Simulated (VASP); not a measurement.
## LiNbO3: single point with LDA

LiNbO3:

```xyz
10
Lattice="2.6521 1.5312 4.6373 -2.6521 1.5312 4.6373 0.0000 -3.0624 4.6373" Properties=species:S:1:pos:R:3 pbc="T T T"
Li    0.0000    0.0000    3.4780
Li    0.0000    0.0000   10.4339
Nb    0.0000    0.0000    0.0000
Nb    0.0000    0.0000    6.9559
O    -0.5565   -1.5312    5.7966
O     1.6043    0.2837    5.7966
O    -1.0478    1.2475    5.7966
O    -1.6043   -0.2837    8.1152
O     0.5565    1.5312    8.1152
O     1.0478   -1.2475    8.1152
```

```json
{"Program": "VASP 6.6.1", "Task": "single point", "Functional": "LDA", "Potentials or basis": "VASP PAW LDA potentials, release 64 (Li_sv, Nb_sv, O)", "Cutoff": "520 eV", "k mesh": "6 × 6 × 6", "Occupations": "gaussian, width 0.02 eV", "Spin": "no spin polarisation", "Dipole correction": "no", "Further INCAR settings": "ALGO = Normal; EDIFF = 1e-06; NBANDS = 45"}
```

```json
{
 "Largest force": "0.005 eV/Å",
 "Band gap on the k mesh": "2.29 eV (least direct gap 2.42 eV)"
}
```

Forces on the atoms (eV/Å):
```
Li   0.000  0.000  0.000
Li   0.000  0.000  0.000
Nb   0.000  0.000  0.000
Nb   0.000  0.000  0.000
O   -0.005  0.000  0.000
O    0.003 -0.005  0.000
O    0.003  0.005  0.000
O   -0.003  0.005  0.000
O    0.005  0.000  0.000
O   -0.003 -0.005  0.000
```

Levels at points of the mesh, in eV from the valence-band top:
```
           k point  band 30  band 31  band 32  band 33  band 34  band 35  band 36  band 37  band 38  band 39
(0.00, 0.00, 0.00)    -0.29    -0.29    -0.20    -0.14    -0.14     2.32     2.32     2.52     4.64     4.64
(0.50, 0.00, 0.00)    -0.52    -0.34    -0.34    -0.24    -0.24     3.94     3.94     4.01     4.01     4.22
(0.50, 0.50, 0.00)    -1.18    -1.05    -0.42    -0.38    -0.17     2.29     3.63     3.97     4.22     4.85
(0.50, 0.50, 0.50)    -0.55    -0.34    -0.34    -0.34    -0.34     4.02     4.02     4.27     4.27     4.27
```

It took 2.9 min on 1 thread of Intel(R) Xeon(R) Platinum 8488C (Sapphire Rapids), with other jobs on the host, peak memory 0.29 GiB.

 A k mesh can miss the band edges.
